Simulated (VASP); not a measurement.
Crystal: NaCl.

```
Cl Na
1.0
     0.00000    2.79406    2.79406
     2.79406    0.00000    2.79406
     2.79406    2.79406    0.00000
Cl Na
1 1
Direct
  0.50000 0.50000 0.50000
  0.00000 0.00000 0.00000
```

```yaml
Program: VASP 6.6.1
Task: relaxation of cell and atoms
Functional: PBE
Potentials_or_basis: VASP PAW PBE potentials, release 64 (Cl, Na_pv)
Cutoff: 600 eV
k_mesh: 8 × 8 × 8
Occupations: fermi-dirac, width 0.05 eV
Spin: no spin polarisation
```

At the start: pressure 1.6 GPa; volume 21.81 Å³/atom.

**Question.** How do energy, volume and symmetry change on relaxing?

**Answer.** Over 3 steps the energy falls by 5.9 meV/atom and the volume is 23.13 Å³/atom (+6.0 %); space group Fm-3m (No. 225, to 0.05 Å).

The path:
```csv
step,energy change (eV),largest force (eV/Å),pressure (GPa),volume (Å³)
1,0.0000,0.0000,1.56,43.63
2,-0.0093,0.0000,0.73,44.98
3,-0.0118,0.0000,0.01,46.26
```

Final structure:
```
Cl Na
1.0
     0.00000    2.84929    2.84929
     2.84929    0.00000    2.84929
     2.84929    2.84929    0.00000
Cl Na
1 1
Cartesian
  2.8493 2.8493 2.8493
  0.0000 0.0000 0.0000
```
